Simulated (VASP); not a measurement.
## CuNiF4: relaxation of cell and atoms with PBE

The system is CuNiF4.

```xyz
6
Lattice="0.0000 3.1301 3.1301 3.1301 0.0000 3.1301 3.1301 3.1301 0.0000" Properties=species:S:1:pos:R:3 pbc="T T T"
Cu    0.0000    0.0000    0.0000
Ni    4.6952    4.6952    4.6952
F     3.9127    2.3476    3.9127
F     3.9127    3.9127    2.3476
F     2.3476    2.3476    2.3476
F     2.3476    3.9127    3.9127
```

- Program: VASP 6.6.1
- Task: relaxation of cell and atoms
- Functional: PBE
- Potentials or basis: VASP PAW PBE potentials, release 64 (Cu, Ni, F)
- Cutoff: 600 eV
- k mesh: 6 × 6 × 6
- Occupations: gaussian, width 0.1 eV
- Spin: collinear spin, ferromagnetic start
- Starting moments: [0.15, 1.54, 0.44, 0.44, 0.44, 0.44] μB
- Dipole correction: no
- Further INCAR settings: ALGO = Normal; EDIFF = 1e-07; IBRION = 2; EDIFFG = -0.04; NSW = 90; ISIF = 3

* Relaxed volume: 11.06 Å³/atom
* Relaxed cell: a = 4.545 Å, b = 4.545 Å, c = 4.545 Å, α = 60.00°, β = 60.00°, γ = 60.00°
* Space group after relaxing (to 0.1 Å): F-43m (No. 216)
* Energy gained by relaxing: 17.3 meV/atom
* Ionic steps: 3
* Pressure after relaxing: 0.0 GPa
* Net moment: 0.07 μB per cell
* Site moments: Cu -0.01; Ni +1.41; F -0.32 μB
* Valence electrons inside the program's atomic spheres: Cu 9.60; Ni 8.49; F 5.94

Step by step:
```
step  energy change (eV)  largest force (eV/Å)  pressure (GPa)  volume (Å³)
   1              0.0000                0.0775            7.15        61.34
   2             -0.1009                0.0126            1.02        65.48
   3             -0.1036                0.0278           -0.04        66.38
```

Final structure:
```xyz
6
Lattice="0.0000 3.2137 3.2137 3.2137 0.0000 3.2137 3.2137 3.2137 0.0000" Properties=species:S:1:pos:R:3 pbc="T T T"
Cu    0.0000    0.0000    0.0000
Ni    4.8206    4.8206    4.8206
F     4.0145    2.4130    4.0145
F     4.0145    4.0145    2.4130
F     2.4130    2.4130    2.4130
F     2.4130    4.0145    4.0145
```

Levels at points of the mesh, in eV from the Fermi level:
Spin up:
```csv
k point,band 20,band 21,band 22,band 23,band 24,band 25,band 26,band 27,band 28,band 29
"(0.00, 0.00, 0.00)",-0.46,-0.46,-0.46,-0.30,-0.30,0.32,0.32,0.32,7.14,7.14
"(0.50, 0.00, 0.00)",-0.76,-0.51,-0.51,-0.38,-0.38,0.25,0.25,2.72,2.93,8.01
"(0.50, 0.50, 0.00)",-0.64,-0.61,-0.47,-0.47,-0.26,0.06,0.06,3.34,3.38,7.47
```
Spin down:
```
           k point  band 20  band 21  band 22  band 23  band 24  band 25  band 26  band 27  band 28  band 29
(0.00, 0.00, 0.00)    -0.88    -0.36    -0.36    -0.24    -0.24    -0.24     0.17     0.17     7.29     7.29
(0.50, 0.00, 0.00)    -0.66    -0.49    -0.49    -0.32    -0.32     0.12     0.12     2.73     3.09     8.09
(0.50, 0.50, 0.00)    -0.70    -0.60    -0.34    -0.27    -0.27    -0.12     0.17     3.31     3.53     7.52
```

Run time: 3.2 min on 1 thread of Intel(R) Xeon(R) 6975P-C (Granite Rapids) (shared host), peak memory 0.28 GiB.

Caveat: semilocal functionals often make such compounds metallic where correlation or magnetic order opens a gap, which also shifts bond lengths. With open d or f shells a metallic result of PBE can be an artefact of self-interaction; +U or a hybrid may open a gap.
